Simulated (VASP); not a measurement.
Here is a VASP 6.6.1 calculation.

Contents of INCAR:

```
PREC     = Accurate       # precision mode
ENCUT    = 520            # plane-wave cutoff, eV
EDIFF    = 1E-7           # SCF threshold, eV
ISMEAR   = 0              # smearing method
SIGMA    = 0.0223         # smearing width, eV
LREAL    = F              # projectors in reciprocal space
LASPH    = T              # aspherical terms in the spheres
NELM     = 60             # most SCF steps
ALGO     = Normal         # electronic algorithm
ISIF     = 2              # what is computed and relaxed
LWAVE    = F              # write WAVECAR
LCHARG   = T              # write CHGCAR
GGA      = PE             # functional
LELF     = T              # ELF
LVHAR    = T            
NBANDS   = 70             # bands
```

KPOINTS

```
Automatic mesh
0
Gamma
  3 3 4
```

Contents of POSCAR:

```
BaGa3Ni
1.0
    3.2318580000      5.5977380000      0.0000000000
   -3.2318580000      5.5977380000      0.0000000000
    0.0000000000      0.0000000000      5.4412000000
Ga Ni Ba
6 2 2
Direct
    0.2964000000      0.8518000000      0.5000000000
    0.8518000000      0.8518000000      0.5000000000
    0.8518000000      0.2964000000      0.5000000000
    0.7036000000      0.1482000000      0.0000000000
    0.1482000000      0.1482000000      0.0000000000
    0.1482000000      0.7036000000      0.0000000000
    0.0000000000      0.0000000000      0.2559400000
    0.0000000000      0.0000000000      0.7440600000
    0.3333000000      0.3334000000      0.5000000000
    0.6667000000      0.6666000000      0.0000000000
```

Potentials or basis: VASP PAW PBE potentials, release 64 (Ga_d, Ni, Ba_sv).

The run is started by

```console
$ cat potpaw_PBE.64/Ga_d/POTCAR potpaw_PBE.64/Ni/POTCAR potpaw_PBE.64/Ba_sv/POTCAR > POTCAR
$ mpirun -np 1 vasp_std > vasp.out
```

(1) What does it give for the band gap on the k mesh?

(2) What does it give for the largest force?

Results:

(1) zero (bands 59 and 60 overlap by 0.77 eV).

(2) 4.910 eV/Å.

Caveat: the k points lie up to 0.37 Å⁻¹ apart, too coarse for converged energies and pressures of a metal; spin-orbit coupling is left out, which moves the levels of the heavy elements; forces of over 1 eV/Å act on the atoms, so gaps and moduli don't describe the material at rest.
